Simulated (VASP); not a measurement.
Runs of VASP 6.6.1 on P. The structure is that of space group Im-3m (No. 229), or close to it. The cells are those of the table. 

```csv
cell,gap on the mesh (eV),pressure (GPa)
"a = 2.837 Å, angles 109.5°, 1 atom",none,(b)
"a = 2.765 Å, angles 109.5°, 1 atom",none,0.2
"a = 2.872 Å, angles 109.5°, 1 atom",none,(a)
"a = 2.689 Å, angles 109.5°, 1 atom",none,7.0
"a = 2.650 Å, angles 109.5°, 1 atom",none,11.6
```

Alike in all rows: task single point; level BLYP; potentials or basis VASP PAW PBE potentials, release 64 (P); no spin polarisation; k mesh 16 × 16 × 16; cutoff (eV) 520; smearing fermi-dirac 0.1 eV.

Problem. Estimate the missing entries.

Solution. (a) -6.1; (b) -4.4.

Caveats: the PAW data sets were made with another functional, which shifts forces and pressure a little.

A gap of «none» marks levels without a gap at the run's occupations.
